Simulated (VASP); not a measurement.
Wanted: the native input for a VASP 6.6.1 run.

```
Task                    : single point
Functional              : PBEsol
Potentials or basis     : VASP PAW PBE potentials, release 64 (Sb)
Cutoff                  : 520 eV
k mesh                  : 13 × 13 × 15
Occupations             : fermi-dirac, width 0.03 eV
Spin                    : no spin polarisation
Dipole correction       : no
k mesh for the DOS      : 20 × 20 × 23
Occupations for the DOS : tetrahedron
Further INCAR settings  : ALGO = Normal; EDIFF = 1e-06; NBANDS = 8; ISYM = 0
```

Crystal: Sb.

```xyz
1
Lattice="-1.5050 1.5050 2.4800 1.5050 -1.5050 2.4800 1.5050 1.5050 -2.4800" Properties=species:S:1:pos:R:3 pbc="T T T"
Sb    0.0000    0.0000    0.0000
```

One way to write it, as run:

POSCAR

```
Sb
1.0
   -1.5050000000      1.5050000000      2.4800000000
    1.5050000000     -1.5050000000      2.4800000000
    1.5050000000      1.5050000000     -2.4800000000
Sb
1
Direct
    0.0000000000      0.0000000000      0.0000000000
```

INCAR.step1

```
SYSTEM = Sb
ALGO = Normal
EDIFF = 1E-6
ENCUT = 520
GGA = PS
ISIF = 2
ISMEAR = -1
ISYM = 0
LASPH = .True.
LCHARG = .True.
LREAL = .False.
LWAVE = .False.
NBANDS = 8
NELM = 60
PREC = Accurate
SIGMA = 0.03
```

KPOINTS.step1

```
k-points
0
Gamma
  13 13 15
  0 0 0
```

INCAR.step2

```
SYSTEM = Sb
ALGO = Normal
EDIFF = 1E-6
ENCUT = 520
GGA = PS
ICHARG = 11
ISIF = 2
ISMEAR = -5
ISYM = 0
LASPH = .True.
LCHARG = .False.
LORBIT = 11
LREAL = .False.
LWAVE = .False.
NBANDS = 8
NEDOS = 2001
NELM = 60
PREC = Accurate
SIGMA = 0.03
```

KPOINTS.step2

```
k-points
0
Gamma
  20 20 23
  0 0 0
```

Potentials or basis: VASP PAW PBE potentials, release 64 (Sb).

Run with:

```bash
$ cat potpaw_PBE.64/Sb/POTCAR > POTCAR
$ cp INCAR.step1 INCAR
$ cp KPOINTS.step1 KPOINTS
$ mpirun -np 1 vasp_std > vasp.out
$ cp INCAR.step2 INCAR
$ cp KPOINTS.step2 KPOINTS
$ mpirun -np 1 vasp_std > vasp.out
```

Results of the run:

```
Valence electrons inside the program's atomic spheres : Sb 2.44
```

Wall time 3.3 min on 1 thread of AMD EPYC 9R45 96-Core Processor (Zen 5), on a shared host, peak memory 0.87 GiB.
